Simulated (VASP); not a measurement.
# LiC3 (P6/mmm) in VASP: relaxation of cell and atoms with PBE

Aim: the relaxation of cell and atoms of LiC3 with PBE.

Program: VASP 6.6.1. These are calculated values, not measurements. Logs are shortened: lines on timing, memory, paths and dates and some standing lists are left out, and cuts for length are marked.

## 1. The cell of the first run

It takes space group P6/mmm (No. 191, hexagonal). Conventional cell: a = 4.254 Å, b = 4.254 Å, c = 2.481 Å, α = 90.00°, β = 90.00°, γ = 120.00°. Within 2.5 Å of Li (site symmetry -6m2) lie 12 C at 1.88 Å and 5 Li at 2.46 to 2.48 Å. C (site symmetry m2m) has 3 C at 1.42 Å and 4 Li at 1.88 Å within 1.9 Å.

## 2. Relaxation of cell and atoms, PBE

INCAR reads:

```
PREC     = Accurate       # precision mode
ENCUT    = 1300           # plane-wave cutoff, eV
EDIFF    = 1E-7           # SCF threshold, eV
ISMEAR   = 0              # smearing method
SIGMA    = 0.1            # smearing width, eV
LREAL    = False          # projectors in reciprocal space
LASPH    = True           # aspherical terms in the spheres
NELM     = 120            # most SCF steps
ALGO     = Normal         # electronic algorithm
ISIF     = 3              # what is computed and relaxed
LWAVE    = False          # write WAVECAR
LCHARG   = False          # write CHGCAR
GGA      = PE             # functional
IBRION   = 2              # ionic algorithm
NSW      = 90             # ionic steps
EDIFFG   = -0.04          # ionic threshold
GGA_COMPAT= False        
NELMIN   = 4
```

KPOINTS reads:

```
regular mesh
0
Gamma
  6 6 8
```

POSCAR reads:

```
LiC3
1.0
    4.2539479900      0.0000000000      0.0000000000
   -2.1269739900      3.6840270200      0.0000000000
    0.0000000000      0.0000000000      2.4809523900
Li C
2 6
Direct
    0.3333333300      0.6666666700      0.5000000000
    0.6666666700      0.3333333300      0.5000000000
    0.3333333300      0.3333333300      0.0000000000
    0.0000000000      0.6666666700      0.0000000000
    0.6666666700      0.0000000000      0.0000000000
    0.0000000000      0.3333333300      0.0000000000
    0.6666666700      0.6666666700      0.0000000000
    0.3333333300      0.0000000000      0.0000000000
```

Potentials or basis: VASP PAW PBE potentials, release 64 (Li_sv, C_h).

Run with:

```sh
> cat potpaw_PBE.64/Li_sv/POTCAR potpaw_PBE.64/C_h/POTCAR > POTCAR
> mpirun -np 1 vasp_std > vasp.out
```

OUTCAR:

```text
PREC = Accurate
   ENCUT = 1300
   EDIFF = 1E-7
   ISMEAR = 0
   LREAL = False
   LASPH = True
   NELM = 120
   ISIF = 3
   GGA = PE
   IBRION = 2
   NSW = 90
   EDIFFG = -0.04
   NELMIN = 4

 ion  position               nearest neighbor table
   1  0.333  0.667  0.500-   8 1.88   8 1.88   4 1.88   4 1.88   6 1.88   6 1.88   5 1.88   5 1.88
                             3 1.88   3 1.88   7 1.88   7 1.88   2 2.46   2 2.46   2 2.46
   2  0.667  0.333  0.500-   5 1.88   5 1.88   6 1.88   6 1.88   4 1.88   4 1.88   8 1.88   8 1.88
                             7 1.88   7 1.88   3 1.88   3 1.88   1 2.46   1 2.46   1 2.46
   3  0.333  0.333  0.000-   8 1.42   6 1.42   7 1.42   1 1.88   1 1.88   2 1.88   2 1.88
   4  0.000  0.667  0.000-   8 1.42   7 1.42   6 1.42   1 1.88   1 1.88   2 1.88   2 1.88
   5  0.667  0.000  0.000-   7 1.42   6 1.42   8 1.42   2 1.88   2 1.88   1 1.88   1 1.88
   6  0.000  0.333  0.000-   5 1.42   3 1.42   4 1.42   2 1.88   2 1.88   1 1.88   1 1.88
   7  0.667  0.667  0.000-   5 1.42   4 1.42   3 1.42   2 1.88   2 1.88   1 1.88   1 1.88
   8  0.333  0.000  0.000-   3 1.42   4 1.42   5 1.42   1 1.88   1 1.88   2 1.88   2 1.88

  LATTYP: Found a hexagonal cell.
 ALAT       =     4.2539479900
 C/A-ratio  =     0.5832117355

  Lattice vectors:

 A1 = (   4.2539479900,   0.0000000000,   0.0000000000)
 A2 = (  -2.1269739900,   3.6840270200,   0.0000000000)
 A3 = (   0.0000000000,   0.0000000000,   2.4809523900)

Analysis of symmetry for initial positions (statically):
=====================================================================
 Subroutine PRICEL returns:
 Original cell was already a primitive cell.

 Routine SETGRP: Setting up the symmetry group for a
 hexagonal supercell.

 Subroutine GETGRP returns: Found 24 space group operations
 (whereof 24 operations were pure point group operations)
 out of a pool of 24 trial point group operations.

The static configuration has the point symmetry D_6h.

Analysis of symmetry for dynamics (positions and initial velocities):
=====================================================================
 Subroutine PRICEL returns:
 Original cell was already a primitive cell.

 Routine SETGRP: Setting up the symmetry group for a
 hexagonal supercell.

 Subroutine GETGRP returns: Found 24 space group operations
 (whereof 24 operations were pure point group operations)
 out of a pool of 24 trial point group operations.

The dynamic configuration has the point symmetry D_6h.

 Subroutine INISYM returns: Found 24 space group operations
 (whereof 24 operations are pure point group operations),
 and found     1 'primitive' translations

----------------------------------------------------------------------------------------

                                     Primitive cell

  volume of cell :      38.8806

  direct lattice vectors                    reciprocal lattice vectors
     4.253947990  0.000000000  0.000000000     0.235075747  0.135721046  0.000000000
    -2.126973990  3.684027020  0.000000000     0.000000000  0.271442092  0.000000000
     0.000000000  0.000000000  2.480952390     0.000000000  0.000000000  0.403071016

  length of vectors
     4.253947990  4.253947983  2.480952390     0.271442091  0.271442092  0.403071016

  position of ions in fractional coordinates (direct lattice)
     0.333333330  0.666666670  0.500000000
     0.666666670  0.333333330  0.500000000
     0.333333330  0.333333330  0.000000000
     0.000000000  0.666666670  0.000000000
     0.666666670  0.000000000  0.000000000
     0.000000000  0.333333330  0.000000000
     0.666666670  0.666666670  0.000000000
     0.333333330  0.000000000  0.000000000

  ion indices of the primitive-cell ions
   primitive index   ion index
                 1           1
                 2           2
                 3           3
                 4           4
                 5           5
                 6           6
                 7           7
                 8           8

----------------------------------------------------------------------------------------

 KPOINTS: regular mesh

Automatic generation of k-mesh.
 Grid dimensions read from file:
 generate k-points for:    6    6    8

 Generating k-lattice:

  Cartesian coordinates                     Fractional coordinates (reciprocal lattice)
     0.039179291  0.022620174  0.000000000     0.166666667  0.000000000  0.000000000
     0.000000000  0.045240349  0.000000000     0.000000000  0.166666667  0.000000000
     0.000000000  0.000000000  0.050383877     0.000000000  0.000000000  0.125000000

  Length of vectors
     0.045240349  0.045240349  0.050383877

  Shift w.r.t. Gamma in fractional coordinates (k-lattice)
     0.000000000  0.000000000  0.000000000

 Subroutine IBZKPT returns following result:
 ===========================================

 Found     35 irreducible k-points:

 Following reciprocal coordinates:
            Coordinates               Weight
  0.000000  0.000000  0.000000      1.000000
  0.166667  0.000000  0.000000      6.000000
  0.333333  0.000000  0.000000      6.000000
  0.500000  0.000000  0.000000      3.000000
  0.166667  0.166667  0.000000      6.000000
  0.333333  0.166667  0.000000     12.000000
[... 16 lines left out ...]
  0.166667  0.000000  0.375000     12.000000
  0.333333  0.000000  0.375000     12.000000
 [... further k-points ...]
   k-points           NKPTS =     35   k-points in BZ     NKDIM =     35   number of bands    NBANDS=     20
   number of dos      NEDOS =    301   number of ions     NIONS =      8
   total plane-waves  NPLWV =  75000
   dimension x,y,z NGX =    50 NGY =   50 NGZ =   30
   dimension x,y,z NGXF=   100 NGYF=  100 NGZF=   60
   ions per type =               2   6
   NGX,Y,Z   is equivalent  to a cutoff of  19.54, 19.54, 20.10 a.u.
   NGXF,Y,Z  is equivalent  to a cutoff of  39.08, 39.08, 40.21 a.u.
 SYSTEM =  unknown system
   PREC   = accura    normal or accurate (medium, high low for compatibility)
   ISTART =      0    job   : 0-new  1-cont  2-samecut
   ICHARG =      2    charge: 1-file 2-atom 10-const
   ISPIN  =      1    spin polarized calculation?
   LNONCOLLINEAR =      F non collinear calculations
   LSORBIT =      F    spin-orbit coupling
   LASPH  =      T    aspherical Exc in radial PAW
   ENCUT  = 1300.0 eV  95.55 Ry    9.77 a.u.  12.51 12.51  7.29*2*pi/ulx,y,z
   NELM   =    120;   NELMIN=  4; NELMDL= -5     # of ELM steps
   EDIFF  = 0.1E-06   stopping-criterion for ELM
   LREAL  =      F    real-space projection
   EDIFFG = -.4E-01   stopping-criterion for IOM
   NSW    =     90    number of steps for IOM
   IBRION =      2    ionic relax: 0-MD 1-quasi-New 2-CG
   NFREE  =      1    steps in history (QN), initial steepest desc. (CG)
   ISIF   =      3    stress and relaxation
   ISYM   =      2    0-nonsym 1-usesym 2-fastsym
   POTIM  = 0.5000    time-step for ionic-motion
   TEBEG  =    0.0;   TEEND  =   0.0 temperature during run
   PSTRESS=    0.0 pullay stress
   NELECT =      30.0000    total number of electrons
   NUPDOWN=      -1.0000    fix difference up-down
   EMIN   =  10.00;   EMAX   =-10.00  energy-range for DOS
   EFERMI =   0.00;   METHOD = LEGACY
   ISMEAR =     0;   SIGMA  =   0.10  broadening in eV -4-tet -1-fermi 0-gaus
   EFERMI_NEDOS =   21; number of points for ismear=-14 and -15
   IALGO  =     38    algorithm
   IMIX   =      4    mixing-type and parameters
     AMIX     =   0.40;   BMIX     =  1.00
     AMIX_MAG =   1.60;   BMIX_MAG =  1.00
  volume/ion in A,a.u.               =       4.86        32.80
  Fermi-wavevector in a.u.,A,eV,Ry     =   1.501542  2.837503 30.676076  2.254628
  Thomas-Fermi vector in A             =   2.612899
   LORBIT       =      0    0 simple, 1 ext, 2 COOP (PROOUT), +10 PAW based schemes
   GGA     = PE    functional components
   LHFCALC =     F    Hartree Fock is set to
   AEXX    =    0.0000 exact exchange contribution
   IVDW    =     0    specifies the selected vdW correction
   LEPSILON=     F    determine dielectric tensor
   LRPA    =     F    only Hartree local field effects (RPA)
 conjugate gradient relaxation of ions
 non-spin polarized calculation
 Gauss-broadening in eV      SIGMA  =   0.10
  energy-cutoff  :     1300.00
  volume of cell :       38.88
 maximum number of plane-waves:      4167
   NGX = 25   NGY = 25   NGZ = 15

--------------------------------------- Ionic step        1  -------------------------------------------

 number of electron      30.0000001 magnetization

 Free energy of the ion-electron system (eV)
  ---------------------------------------------------
  ext. energy  EPLUGINS =         0.00000000
  ---------------------------------------------------
  free energy    TOTEN  =       -52.35198416 eV

  energy without entropy =      -52.34628518  energy(sigma->0) =      -52.34913467

 E-fermi :  13.3931     XC(G=0): -13.5403

 val. band max:       13.3767568057   @ k =   0.3333   0.1667   0.3750
 cond. band min:      13.4318868611   @ k =   0.3333   0.3333   0.5000
 fundamental gap:      0.0551300553
 Fermi energy:        13.3930861967

 k-point     1 :       0.0000    0.0000    0.0000
  band No.  band energies     occupation
      1     -34.3634      2.00000
      2     -34.1977      2.00000
      3      -9.2135      2.00000
      4      -3.4070      2.00000
      5      -3.4070      2.00000
      6      -2.4876      2.00000
[... 12 lines left out ...]
     19      20.6357      0.00000
[... 513 lines left out ...]
      4      -5.0263      2.00000
      5      -2.9162      2.00000
      6      -2.0345      2.00000
[... 12 lines left out ...]
     19      19.9277      0.00000
     20      21.7249      0.00000

 [... further k-points ...]

------------------------ aborting loop because EDIFF is reached ----------------------------------------

  FORCE on cell =-STRESS in cart. coord.  units (eV):
  Direction    XX          YY          ZZ          XY          YZ          ZX
  --------------------------------------------------------------------------------------
  -------------------------------------------------------------------------------------
  Total       17.9180287     17.9180287     38.2468373      0.0000000     -0.0000000      0.0000000
  in kB      738.3587038    738.3587015   1576.0598231      0.0000010     -0.0000000      0.0000000
  external PRESSURE =    1017.5924094 kB  Pullay stress =       0.0000000 kB
[... 321 lines left out ...]
  energy  without entropy=      -58.6206247385  energy(sigma->0) =      -58.62315428

--------------------------------------- Ionic step        9  -------------------------------------------

 number of electron      30.0000005 magnetization

 Free energy of the ion-electron system (eV)
  ---------------------------------------------------
  ext. energy  EPLUGINS =         0.00000000
  ---------------------------------------------------
  free energy    TOTEN  =       -58.66270350 eV

  energy without entropy =      -58.65753942  energy(sigma->0) =      -58.66012146

 E-fermi :   8.6414     XC(G=0): -11.1491

 val. band max:        8.5589337317   @ k =   0.1667   0.0000   0.0000
 cond. band min:       8.6652965407   @ k =   0.3333   0.1667   0.2500
 fundamental gap:      0.1063628090
 Fermi energy:         8.6413963258

 k-point     1 :       0.0000    0.0000    0.0000
  band No.  band energies     occupation
      1     -39.1699      2.00000
      2     -39.1003      2.00000
      3     -12.2661      2.00000
      4      -5.8695      2.00000
      5      -5.8695      2.00000
      6      -5.5845      2.00000
[... 12 lines left out ...]
     19      14.1483      0.00000
[... 513 lines left out ...]
      4      -8.8900      2.00000
      5      -7.0092      2.00000
      6      -5.8385      2.00000
[... 12 lines left out ...]
     19      14.6646      0.00000
     20      15.0516      0.00000

 [... further k-points ...]

------------------------ aborting loop because EDIFF is reached ----------------------------------------

  FORCE on cell =-STRESS in cart. coord.  units (eV):
  Direction    XX          YY          ZZ          XY          YZ          ZX
  --------------------------------------------------------------------------------------
  -------------------------------------------------------------------------------------
  Total       -0.2135349     -0.2135349      0.2497483     -0.0000000      0.0000000     -0.0000000
  in kB       -5.8014249     -5.8014249      6.7852869     -0.0000000      0.0000000     -0.0000000
  external PRESSURE =      -1.6058543 kB  Pullay stress =       0.0000000 kB
[... 23 lines left out ...]
  FREE ENERGIE OF THE ION-ELECTRON SYSTEM (eV)
  ---------------------------------------------------
  free  energy   TOTEN  =       -58.6627034981 eV

  energy  without entropy=      -58.6575394235  energy(sigma->0) =      -58.66012146

 reached required accuracy - stopping structural energy minimisation
```

Wall time 12 min (1 thread of Intel Xeon Platinum 8259CL at 2.50GHz (Skylake/Cascade Lake), shared host); peak memory 0.31 GiB.

Results:

```
Free energy                           : -58.6627 eV
Relaxed volume                        : 7.37 Å³/atom
Relaxed cell                          : a = 4.397 Å, b = 4.397 Å, c = 3.523 Å, α = 90.00°, β = 90.00°, γ = 120.00°
Space group after relaxing (to 0.1 Å) : P6/mmm (No. 191)
Energy gained by relaxing             : 788.8 meV/atom
Ionic steps                           : 9
Pressure after relaxing               : -0.2 GPa
Largest force after relaxing          : 0.018 eV/Å
Band gap on the k mesh                : zero (bands 15 and 16 overlap by 5.72 eV)
```

Forces in eV/Å, atoms in the order of the input:
```
Li   0.000  0.000  0.000
Li   0.000  0.000  0.000
C    0.009  0.016  0.000
C    0.009 -0.016  0.000
C   -0.018  0.000  0.000
C   -0.009  0.016  0.000
C   -0.009 -0.016  0.000
C    0.018  0.000  0.000
```

The path:
```csv
step,energy change (eV),largest force (eV/Å),pressure (GPa),volume (Å³)
1,0.0000,1.2018,101.76,38.88
2,-3.6335,1.4791,-27.35,58.75
3,-4.0111,1.3896,-8.30,52.37
4,-6.0614,0.7761,7.67,54.62
5,-6.0784,1.4984,11.74,54.89
6,-6.0198,2.4200,4.51,60.15
7,-6.2707,0.4155,7.13,57.31
8,-6.2737,0.3164,-6.53,60.64
9,-6.3107,0.0185,-0.16,58.97
```

Final structure:
```cif
data_structure
_symmetry_space_group_name_H-M 'P 1'
_symmetry_Int_Tables_number 1
_cell_length_a 4.3966
_cell_length_b 4.3966
_cell_length_c 3.5228
_cell_angle_alpha 90.000
_cell_angle_beta 90.000
_cell_angle_gamma 120.000
_cell_volume 58.97
loop_
_atom_site_label
_atom_site_type_symbol
_atom_site_fract_x
_atom_site_fract_y
_atom_site_fract_z
_atom_site_occupancy
Li1 Li 0.33333 0.66667 0.50000 1
Li2 Li 0.66667 0.33333 0.50000 1
C1 C 0.33229 0.33229 0.00000 1
C2 C 0.00000 0.66771 0.00000 1
C3 C 0.66771 0.00000 0.00000 1
C4 C 0.00000 0.33229 0.00000 1
C5 C 0.66771 0.66771 0.00000 1
C6 C 0.33229 0.00000 0.00000 1
```

Caveat: the volume moved by over 15 % at a fixed basis, so the end points are rough.

The gap in the log of VASP goes by the Fermi energy; the results here count the filled bands.